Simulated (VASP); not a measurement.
A run of VASP 6.6.1 is set up as follows.

INCAR

```
PREC = Accurate ; ENCUT = 520
EDIFF = 1E-6 ; ISMEAR = 0
SIGMA = 0.02 ; LREAL = False
LASPH = True ; NELM = 60
ALGO = Normal ; ISIF = 2
LWAVE = False ; LCHARG = True
LELF = True ; LVHAR = True
NBANDS = 28
```

KPOINTS

```
Automatic mesh
0
Gamma
  8 8 6
```

POSCAR

```
PbO
1.0
    4.0343848471      0.0000000000      0.0000000000
    0.0000000000      4.0343848471      0.0000000000
    0.0000000000      0.0000000000      4.9932162030
Pb O
2 2
Direct
    0.0000000000      0.5000000000      0.2377510646
    0.5000000000      0.0000000000      0.7622489354
    0.0000000000      0.0000000000      0.0000000000
    0.5000000000      0.5000000000      0.0000000000
```

Potentials or basis: VASP PAW LDA potentials, release 64 (Pb_d, O).

The run is started by

```console
$ cat potpaw_LDA.64/Pb_d/POTCAR potpaw_LDA.64/O/POTCAR > POTCAR
$ mpirun -np 1 vasp_std > vasp.out
```

**Question.** Estimate the pressure.

**Answer.** -4.4 GPa.

**Question.** What does it give for the largest force?

**Answer.** 0.531 eV/Å.

**Question.** What does it give for the band gap on the k mesh?

**Answer.** 1.21 eV (least direct gap 2.13 eV).

Forces in eV/Å, atoms in the order of the input:
```
Pb   0.000  0.000 -0.531
Pb   0.000  0.000  0.531
O    0.000  0.000  0.000
O    0.000  0.000  0.000
```

Caveat: the cell stands under tension; spin-orbit coupling is left out, which moves the levels of the heavy elements. A hybrid or GW would open this gap; LDA tends to underestimate it.
